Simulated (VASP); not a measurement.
# BaTiO3 (Amm2) in VASP: a series of runs, part 2 of 2

VASP 6.6.1. Earlier steps stand in the parts before.

### Step 4. Single point, PBEsol

This run uses another cell than the first one, of 12.28 Å³/atom.

The input, INCAR:

```
SYSTEM = BaTiO3
ALGO = Normal
EDIFF = 1E-6
ENCUT = 520
GGA = PS
ISIF = 2
ISMEAR = 0
LASPH = .TRUE.
LCHARG = .FALSE.
LREAL = .FALSE.
LWAVE = .FALSE.
NBANDS = 28
NELM = 80
PREC = Accurate
SIGMA = 0.01
```

The input, KPOINTS:

```
k-points
0
G
  4 4 4
  0 0 0
```

The input, POSCAR:

```
BaTiO3
1.0
    3.9225036165      0.0000000000      0.0000000000
    0.0000000000      3.9563103798     -0.0016756675
    0.0000000000      0.0098129693      3.9562985650
Ba Ti O
1 1 3
Direct
    0.0000000000      0.0051507754      0.0051507754
    0.5000000000      0.5161190171      0.5161190171
    0.0000000000      0.4925230436      0.4925230436
    0.5000000000      0.4937467894      0.9893403746
    0.5000000000      0.9893403746      0.4937467894
```

Potentials or basis: VASP PAW PBE potentials, release 64 (Ba_sv, Ti_sv, O).

Run with:

```console
cat potpaw_PBE.64/Ba_sv/POTCAR potpaw_PBE.64/Ti_sv/POTCAR potpaw_PBE.64/O/POTCAR > POTCAR
mpirun -np 1 vasp_std > vasp.out
```

OUTCAR:

```text
SYSTEM = BaTiO3
   EDIFF = 1E-6
   ENCUT = 520
   GGA = PS
   ISIF = 2
   ISMEAR = 0
   LASPH = .TRUE.
   LREAL = .FALSE.
   NELM = 80
   PREC = Accurate

 ion  position               nearest neighbor table
   1  0.000  0.005  0.005-   3 2.73   4 2.75   4 2.75   5 2.75   5 2.75   3 2.80   3 2.80   4 2.82
                             4 2.82   5 2.82   5 2.82   3 2.87   2 3.37   2 3.37   2 3.41   2 3.41
   2  0.500  0.516  0.516-   5 1.87   4 1.87   3 1.97   3 1.97   5 2.09   4 2.09   1 3.37   1 3.37
                             1 3.41   1 3.41   1 3.41   1 3.41   1 3.47   1 3.47
   3  0.000  0.493  0.493-   2 1.97   2 1.97   1 2.73   1 2.80   1 2.80   1 2.87
   4  0.500  0.494  0.989-   2 1.87   2 2.09   1 2.75   1 2.75   1 2.82   1 2.82
   5  0.500  0.989  0.494-   2 1.87   2 2.09   1 2.75   1 2.75   1 2.82   1 2.82

  LATTYP: Found a base centered orthorhombic cell.
 ALAT       =     5.5893113920
 B/A-ratio  =     1.0020589110
 C/A-ratio  =     0.7017865604

  Lattice vectors:

 A1 = (   0.0000000000,  -0.0098129693,  -3.9562985650)
 A2 = (   0.0000000000,   3.9563103798,  -0.0016756675)
 A3 = (   3.9225036165,   0.0000000000,   0.0000000000)

Analysis of symmetry for initial positions (statically):
=====================================================================
 Subroutine PRICEL returns:
 Original cell was already a primitive cell.

 Routine SETGRP: Setting up the symmetry group for a
 base centered orthorhombic supercell.

 Subroutine GETGRP returns: Found  4 space group operations
 (whereof  4 operations were pure point group operations)
 out of a pool of  8 trial point group operations.

The static configuration has the point symmetry C_2v.

Analysis of symmetry for dynamics (positions and initial velocities):
=====================================================================
 Subroutine PRICEL returns:
 Original cell was already a primitive cell.

 Routine SETGRP: Setting up the symmetry group for a
 base centered orthorhombic supercell.

 Subroutine GETGRP returns: Found  4 space group operations
 (whereof  4 operations were pure point group operations)
 out of a pool of  8 trial point group operations.

The dynamic configuration has the point symmetry C_2v.

 Subroutine INISYM returns: Found  4 space group operations
 (whereof  4 operations are pure point group operations),
 and found     1 'primitive' translations

----------------------------------------------------------------------------------------

                                     Primitive cell

  volume of cell :      61.3964

  direct lattice vectors                    reciprocal lattice vectors
     3.922503616  0.000000000  0.000000000     0.254939217  0.000000000  0.000000000
     0.000000000  3.956310380 -0.001675667     0.000000000  0.252760490 -0.000626932
     0.000000000  0.009812969  3.956298565     0.000000000  0.000107055  0.252761245

  length of vectors
     3.922503616  3.956310735  3.956310735     0.254939217  0.252761267  0.252761267

  position of ions in fractional coordinates (direct lattice)
     0.000000000  0.005150775  0.005150775
     0.500000000  0.516119017  0.516119017
     0.000000000  0.492523044  0.492523044
     0.500000000  0.493746789  0.989340375
     0.500000000  0.989340375  0.493746789

  ion indices of the primitive-cell ions
[... 35 lines left out ...]
  0.000000  0.000000  0.000000      1.000000
  0.250000  0.000000  0.000000      2.000000
  0.500000  0.000000  0.000000      1.000000
  0.000000  0.250000  0.000000      4.000000
  0.250000  0.250000  0.000000      8.000000
  0.500000  0.250000  0.000000      4.000000
[... 13 lines left out ...]
  0.250000  0.500000  0.500000      2.000000
  0.500000  0.500000  0.500000      1.000000
   k-points           NKPTS =     21   k-points in BZ     NKDIM =     21   number of bands    NBANDS=     28
   number of dos      NEDOS =    301   number of ions     NIONS =      5
   total plane-waves  NPLWV =  27000
   dimension x,y,z NGX =    30 NGY =   30 NGZ =   30
   dimension x,y,z NGXF=    60 NGYF=   60 NGZF=   60
   ions per type =               1   1   3
   NGX,Y,Z   is equivalent  to a cutoff of  12.71, 12.61, 12.61 a.u.
   NGXF,Y,Z  is equivalent  to a cutoff of  25.43, 25.21, 25.21 a.u.
 SYSTEM =  BaTiO3
   PREC   = accura    normal or accurate (medium, high low for compatibility)
   ISTART =      0    job   : 0-new  1-cont  2-samecut
   ICHARG =      2    charge: 1-file 2-atom 10-const
   ISPIN  =      1    spin polarized calculation?
   LNONCOLLINEAR =      F non collinear calculations
   LSORBIT =      F    spin-orbit coupling
   LASPH  =      T    aspherical Exc in radial PAW
   ENCUT  =  520.0 eV  38.22 Ry    6.18 a.u.   7.29  7.36  7.36*2*pi/ulx,y,z
   NELM   =     80;   NELMIN=  2; NELMDL= -5     # of ELM steps
   EDIFF  = 0.1E-05   stopping-criterion for ELM
   LREAL  =      F    real-space projection
   EDIFFG = 0.1E-04   stopping-criterion for IOM
   NSW    =      0    number of steps for IOM
   IBRION =     -1    ionic relax: 0-MD 1-quasi-New 2-CG
   NFREE  =      0    steps in history (QN), initial steepest desc. (CG)
   ISIF   =      2    stress and relaxation
   ISYM   =      2    0-nonsym 1-usesym 2-fastsym
   POTIM  = 0.5000    time-step for ionic-motion
   TEBEG  =    0.0;   TEEND  =   0.0 temperature during run
   PSTRESS=    0.0 pullay stress
   NELECT =      40.0000    total number of electrons
   NUPDOWN=      -1.0000    fix difference up-down
   EMIN   =  10.00;   EMAX   =-10.00  energy-range for DOS
   EFERMI =   0.00;   METHOD = LEGACY
   ISMEAR =     0;   SIGMA  =   0.01  broadening in eV -4-tet -1-fermi 0-gaus
   EFERMI_NEDOS =   21; number of points for ismear=-14 and -15
   IALGO  =     38    algorithm
   IMIX   =      4    mixing-type and parameters
     AMIX     =   0.40;   BMIX     =  1.00
     AMIX_MAG =   1.60;   BMIX_MAG =  1.00
  volume/ion in A,a.u.               =      12.28        82.86
  Fermi-wavevector in a.u.,A,eV,Ry     =   1.419211  2.681921 27.404324  2.014161
  Thomas-Fermi vector in A             =   2.540256
   LORBIT       =      0    0 simple, 1 ext, 2 COOP (PROOUT), +10 PAW based schemes
   GGA     = PS    functional components
   LHFCALC =     F    Hartree Fock is set to
   AEXX    =    0.0000 exact exchange contribution
   IVDW    =     0    specifies the selected vdW correction
   LEPSILON=     F    determine dielectric tensor
   LRPA    =     F    only Hartree local field effects (RPA)
 non-spin polarized calculation
 Gauss-broadening in eV      SIGMA  =   0.01
  energy-cutoff  :      520.00
  volume of cell :       61.40
 maximum number of plane-waves:      1691
 NGX is ok and might be reduce to    30
   NGX = 15   NGY = 15   NGZ = 15

 number of electron      40.0000005 magnetization

 Free energy of the ion-electron system (eV)
  ---------------------------------------------------
  ext. energy  EPLUGINS =         0.00000000
  ---------------------------------------------------
  free energy    TOTEN  =       -41.94008471 eV

  energy without entropy =      -41.94008471  energy(sigma->0) =      -41.94008471

 E-fermi :   4.2288     XC(G=0): -11.7405

 val. band max:        4.0304565309   @ k =   0.5000   0.5000   0.5000
 cond. band min:       6.0410371344   @ k =   0.0000   0.0000   0.0000
 fundamental gap:      2.0105806035
 Fermi energy:         4.2288288499

 k-point     1 :       0.0000    0.0000    0.0000
  band No.  band energies     occupation
      1     -52.0220      2.00000
      2     -28.4069      2.00000
      3     -28.3997      2.00000
      4     -28.3762      2.00000
      5     -20.6556      2.00000
      6     -12.8732      2.00000
[... 640 lines left out ...]
     27      12.3636      0.00000
     28      12.4110      0.00000

------------------------ aborting loop because EDIFF is reached ----------------------------------------

  FORCE on cell =-STRESS in cart. coord.  units (eV):
  Direction    XX          YY          ZZ          XY          YZ          ZX
  --------------------------------------------------------------------------------------
  -------------------------------------------------------------------------------------
  Total        2.7431180      2.7413420      2.7413783      0.0000000     -0.0062480      0.0000000
  in kB       71.5833213     71.5369764     71.5379233      0.0000000     -0.1630463      0.0000000
  external PRESSURE =      71.5527403 kB  Pullay stress =       0.0000000 kB

 VOLUME and BASIS-vectors are now :
 -----------------------------------------------------------------------------
  energy-cutoff  :      520.00
  volume of cell :       61.40
      direct lattice vectors                 reciprocal lattice vectors
     3.922503616  0.000000000  0.000000000     0.254939217  0.000000000  0.000000000
     0.000000000  3.956310380 -0.001675667     0.000000000  0.252760490 -0.000626932
     0.000000000  0.009812969  3.956298565     0.000000000  0.000107055  0.252761245

 POSITION                                       TOTAL-FORCE (eV/Angst)
 -----------------------------------------------------------------------------------
      0.00000      0.02043      0.02037         0.000000     -0.025212     -0.025139
      1.96125      2.04699      2.04106         0.000000     -0.028658     -0.028575
      0.00000      1.95341      1.94774         0.000000      0.011141      0.011109
      1.96125      1.96312      3.91330         0.000000      0.013694      0.028994
      1.96125      3.91898      1.95175         0.000000      0.029034      0.013610
 -----------------------------------------------------------------------------------
    total drift:                                0.000000      0.000119      0.000116

  FREE ENERGIE OF THE ION-ELECTRON SYSTEM (eV)
  ---------------------------------------------------
  free  energy   TOTEN  =       -41.9400847097 eV

  energy  without entropy=      -41.9400847097  energy(sigma->0) =      -41.94008471
```

OSZICAR:

```text
N       E                     dE             d eps       ncg     rms          rms(c)
DAV:   1     0.434072361403E+03    0.43407E+03   -0.20927E+04  1176   0.157E+03
DAV:   2    -0.823434552216E+01   -0.44231E+03   -0.42313E+03  1380   0.432E+02
DAV:   3    -0.500408009285E+02   -0.41806E+02   -0.41439E+02  1668   0.131E+02
DAV:   4    -0.518796681965E+02   -0.18389E+01   -0.18356E+01  1744   0.234E+01
DAV:   5    -0.519273169923E+02   -0.47649E-01   -0.47641E-01  1592   0.299E+00    0.242E+01
DAV:   6    -0.420835549213E+02    0.98438E+01   -0.50632E+01  1592   0.674E+01    0.992E+00
DAV:   7    -0.420642999773E+02    0.19255E-01   -0.87021E+00  1556   0.214E+01    0.731E+00
DAV:   8    -0.419385764240E+02    0.12572E+00   -0.95759E-01  1424   0.935E+00    0.253E+00
DAV:   9    -0.419537393953E+02   -0.15163E-01   -0.19137E-01  1508   0.279E+00    0.108E+00
DAV:  10    -0.419420388457E+02    0.11701E-01   -0.85530E-02  1460   0.256E+00    0.409E-01
DAV:  11    -0.419402411861E+02    0.17977E-02   -0.11303E-02  1740   0.768E-01    0.876E-02
DAV:  12    -0.419400870286E+02    0.15416E-03   -0.99805E-04  1424   0.310E-01    0.489E-02
DAV:  13    -0.419401645384E+02   -0.77510E-04   -0.43475E-04  1644   0.198E-01    0.727E-02
DAV:  14    -0.419400841268E+02    0.80412E-04   -0.25478E-04  1680   0.132E-01    0.834E-03
DAV:  15    -0.419400847760E+02   -0.64917E-06   -0.14442E-05  1360   0.233E-02    0.663E-03
DAV:  16    -0.419400847097E+02    0.66304E-07   -0.13849E-06   888   0.839E-03
   1 F= -.41940085E+02 E0= -.41940085E+02  d E =-.110540-174
```

Wall time 60 s (1 thread of Intel Xeon 8259CL, shared host); peak memory 0.19 GiB.

Results:

- Free energy: -41.9401 eV
- Pressure: 7.2 GPa
- Largest force: 0.040 eV/Å
- Band gap on the k mesh: 2.01 eV (least direct gap 2.25 eV)

Forces on the atoms (eV/Å):
```
Ba   0.000 -0.025 -0.025
Ti   0.000 -0.029 -0.029
O    0.000  0.011  0.011
O    0.000  0.014  0.029
O    0.000  0.029  0.014
```

Caveat: the cell stands under pressure; the PAW data sets were made with another functional, which shifts forces and pressure a little; spin-orbit coupling is left out, which moves the levels of the heavy elements.

### Step 5. Single point, PBEsol

This run uses another cell than the first one, of 12.71 Å³/atom.

The input, INCAR:

```
ALGO = Normal
EDIFF = 1E-6
ENCUT = 520
GGA = PS
ISIF = 2
ISMEAR = 0
LASPH = T
LCHARG = F
LREAL = F
LWAVE = F
NBANDS = 28
NELM = 100
PREC = Accurate
SIGMA = 0.01
```

The input, KPOINTS:

```
k-points
0
Gamma
  4 4 4
```

The input, POSCAR:

```
BaTiO3
1.0
    3.9448888161      0.0000000000      0.0000000000
    0.0000000000      4.0143667201      0.0029285189
    0.0000000000      0.0145857247      4.0143412904
Ba Ti O
1 1 3
Direct
    0.0000000000      0.0079879576      0.0079879576
    0.5000000000      0.5216296859      0.5216296859
    0.0000000000      0.4903365563      0.4903365563
    0.5000000000      0.4931145855      0.9838112146
    0.5000000000      0.9838112146      0.4931145855
```

Run with:

```console
cat potpaw_PBE.64/Ba_sv/POTCAR potpaw_PBE.64/Ti_sv/POTCAR potpaw_PBE.64/O/POTCAR > POTCAR
mpirun -np 1 vasp_std > vasp.out
```

It took 64 s on 1 thread of Intel Xeon 8259CL, shared host; peak memory 0.19 GiB.

The run converged. Its results:

* Free energy: -41.9984 eV
* Pressure: 1.9 GPa
* Largest force: 0.058 eV/Å
* Band gap on the k mesh: 2.14 eV (least direct gap 2.52 eV)

Forces on the atoms (eV/Å):
```
Ba   0.000 -0.030 -0.030
Ti   0.000 -0.041 -0.041
O    0.000  0.014  0.014
O    0.000  0.014  0.043
O    0.000  0.043  0.014
```

Levels at points of the mesh, in eV from the valence-band top:
| k point | band 16 | band 17 | band 18 | band 19 | band 20 | band 21 | band 22 | band 23 | band 24 | band 25 |
| --- | --- | --- | --- | --- | --- | --- | --- | --- | --- | --- |
| (0.00, 0.00, 0.00) | -1.36 | -1.17 | -0.50 | -0.48 | -0.38 | 2.14 | 2.36 | 2.43 | 4.46 | 4.50 |
| (0.50, 0.00, 0.00) | -2.22 | -1.79 | -1.63 | -1.17 | -1.02 | 2.56 | 3.72 | 3.89 | 4.44 | 6.05 |
| (0.00, 0.50, 0.00) | -1.97 | -1.92 | -1.76 | -0.95 | -0.78 | 2.38 | 3.77 | 3.80 | 4.44 | 6.24 |
| (0.50, 0.50, 0.00) | -2.78 | -1.71 | -0.94 | -0.91 | -0.09 | 3.82 | 3.83 | 4.18 | 4.96 | 7.78 |
| (0.00, 0.50, 0.50) | -2.81 | -1.65 | -0.93 | -0.86 | -0.25 | 3.78 | 3.83 | 4.11 | 5.24 | 7.75 |
| (0.50, 0.50, 0.50) | -2.42 | -2.39 | -0.16 | -0.02 | 0.00 | 4.34 | 4.38 | 4.49 | 6.47 | 6.62 |

Caveat: the PAW data sets were made with another functional, which shifts forces and pressure a little; spin-orbit coupling is left out, which moves the levels of the heavy elements.

### Step 6. The runs side by side

| cell | gap on the mesh (eV) | pressure (GPa) | largest force (eV/Å) |
| --- | --- | --- | --- |
| a = 3.852 Å, 5 atoms, atomic positions A | 1.89 | 22.7 | - |
| a = 3.899, b = 3.914, c = 3.914 Å, 5 atoms, atomic positions B | 1.94 | 12.4 | 0.03 |
| a = 3.923, b = 3.956, c = 3.956 Å, angles 89.9, 90.0, 90.0°, 5 atoms, atomic positions C | 2.01 | 7.2 | 0.04 |
| a = 3.945, b = 4.014, c = 4.014 Å, angles 89.8, 90.0, 90.0°, 5 atoms, atomic positions D | 2.14 | 1.9 | 0.06 |

Alike in all rows: task single point; level PBEsol; potentials or basis VASP PAW PBE potentials, release 64 (Ba_sv, Ti_sv, O); no spin polarisation; k mesh 4 × 4 × 4; cutoff (eV) 520; smearing gaussian 0.01 eV.

Caveats: the PAW data sets were made with another functional, which shifts forces and pressure a little; spin-orbit coupling is left out, which moves the levels of the heavy elements; the cell stands under pressure (at least some runs).

Total energies depend on the potentials used, so only differences within one code and one set of settings carry meaning.
